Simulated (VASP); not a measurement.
Here is a VASP 6.6.1 calculation.

Contents of INCAR:

```
SYSTEM = Hf
PREC = Accurate
ENCUT = 520
EDIFF = 1E-6
ISMEAR = 0
SIGMA = 0.05
LREAL = .FALSE.
LASPH = .TRUE.
NELM = 60
ALGO = Fast
ISIF = 2
LWAVE = .FALSE.
LCHARG = .TRUE.
GGA = PE
LELF = .TRUE.
LVHAR = .TRUE.
NBANDS = 11
```

File KPOINTS:

```
regular mesh
0
G
  14 14 14
  0 0 0
```

File POSCAR:

```
Hf
1.0
    0.0000000000      2.2200000000      2.2200000000
    2.2200000000      0.0000000000      2.2200000000
    2.2200000000      2.2200000000      0.0000000000
Hf
1
Direct
    0.0000000000      0.0000000000      0.0000000000
```

Potentials or basis: VASP PAW PBE potentials, release 64 (Hf_pv).

The run is started by

```console
$ cat potpaw_PBE.64/Hf_pv/POTCAR > POTCAR
$ mpirun -np 1 vasp_std > vasp.out
```

What does it give for the band gap on the k mesh?

Zero (band 5 reaches 6.31 eV, above the bottom of band 6 at 4.23 eV).

Estimate the pressure.

2.8 GPa.

Caveat: spin-orbit coupling is left out, which moves the levels of the heavy elements.
